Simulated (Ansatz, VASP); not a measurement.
## Te2Mo in VASP and in Ansatz

File INCAR:

```
  ALGO = Normal
  EDIFF = 1E-6
  ENCUT = 520
  GGA = CA
  ISIF = 2
  ISMEAR = 0
  LASPH = T
  LCHARG = F
  LREAL = F
  LWAVE = F
  NBANDS = 35
  NELM = 60
  PREC = Accurate
  SIGMA = 0.05
```

Contents of KPOINTS:

```
k-points
0
Gamma
  12 12 2
```

File POSCAR:

```
Te2Mo
1.0
    3.4699282939      0.0000000000      0.0000000000
   -1.7349641469      3.0050460519      0.0000000000
    0.0000000000      0.0000000000     25.1285054592
Te Mo
4 2
Direct
    0.3333333333      0.6666666667      0.0652056089
    0.6666666667      0.3333333333      0.7918890471
    0.6666666667      0.3333333333      0.9347943911
    0.3333333333      0.6666666667      0.2081109529
    0.3333333333      0.6666666667      0.8632306751
    0.6666666667      0.3333333333      0.1367693249
```

Input for Ansatz:

```yaml
crystal:
  lattice:
    - [3.4699282939, 0.0, 0.0]
    - [-1.7349641469, 3.0050460519, 0.0]
    - [0.0, 0.0, 25.1285054592]
  atoms:
    - { symbol: Te, position: [0.3333333333, 0.6666666667, 0.0652056089] }
    - { symbol: Te, position: [0.6666666667, 0.3333333333, 0.7918890471] }
    - { symbol: Te, position: [0.6666666667, 0.3333333333, 0.9347943911] }
    - { symbol: Te, position: [0.3333333333, 0.6666666667, 0.2081109529] }
    - { symbol: Mo, position: [0.3333333333, 0.6666666667, 0.8632306751] }
    - { symbol: Mo, position: [0.6666666667, 0.3333333333, 0.1367693249] }
basis:
  ecutwfc: 420
kpoints:
  mp_grid: { grid: [12, 12, 2] }
hamiltonian:
  xc: lda
scf:
  occupations: { method: gaussian, width: 0.05 }
output:
  forces: true
  stress: true
  eigenvalues: true
  write_density: true
  write_potential: true
  elf: true
  volumetric_format: npy
```

Alike in both runs: task single point; functional LDA; k mesh 12 × 12 × 2; occupations gaussian, width 0.05 eV; no spin polarisation.

|  | VASP | Ansatz |
| --- | --- | --- |
| version | VASP 6.6.1 | Ansatz 0.2.0 |
| potentials or method | VASP PAW LDA potentials, release 64 (Te, Mo_sv), cutoff 520 eV | scalar-relativistic, plane waves, PAW |
| valence electrons in the cell | 52 | 92 |

VASP gave:

- gap on the k mesh at the Fermi level (eV): 0.93
- least direct gap on the mesh (eV): 1.18
- rms of the force components (eV/Å): 0.027

Problem. Which values does Ansatz return?

Solution. gap on the k mesh at the Fermi level (eV): 0.95; least direct gap on the mesh (eV): 1.18; rms of the force components (eV/Å): 0.001.

LDA's correlation is that of Perdew and Zunger in VASP and of Perdew and Wang (1992) in Ansatz. Atom by atom the forces differ by 0.027 eV/Å (rms over components). VASP's potentials hold 52 valence electrons a cell and Ansatz's 92, so a difference there can come from the potentials and not from the codes. Ansatz's warnings: xc potential rough in thin density.

Neither program's run includes spin-orbit coupling.
